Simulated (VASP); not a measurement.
## Nb: single point with PBE

Nb, a slab with vacuum:

```xyz
1
Lattice="2.8679 0.0000 0.0000 -0.9560 2.7039 0.0000 0.0000 0.0000 16.0000" Properties=species:S:1:pos:R:3 pbc="T T T"
Nb    0.0000    0.0000    8.0000
```

- Program: VASP 6.6.1
- Task: single point
- Functional: PBE
- Potentials or basis: VASP PAW PBE potentials, release 64 (Nb_sv)
- Cutoff: 520 eV
- k mesh: 13 × 13 × 1
- Occupations: fermi-dirac, width 0.08 eV
- Spin: no spin polarisation
- Dipole correction: yes
- k mesh for the DOS: 20 × 20 × 1
- Occupations for the DOS: tetrahedron
- Further INCAR settings: ALGO = Normal; EDIFF = 1e-06; NBANDS = 12

The valence electrons inside the program's atomic spheres are Nb 10.57.

Levels at points of the mesh, in eV from the Fermi level:
```csv
k point,band 4,band 5,band 6,band 7,band 8,band 9
"(0.00, 0.00, 0.00)",-30.32,-4.10,-1.03,-0.79,0.62,2.45
"(0.50, 0.00, 0.00)",-30.49,-2.42,-1.53,1.03,2.20,2.60
"(0.50, 0.50, 0.00)",-31.06,-2.78,-1.25,0.95,1.72,4.08
```

Wall time 2.1 min on 1 thread of AMD EPYC 9R45 96-Core Processor (Zen 5), with other jobs on the host, peak memory 0.3 GiB.
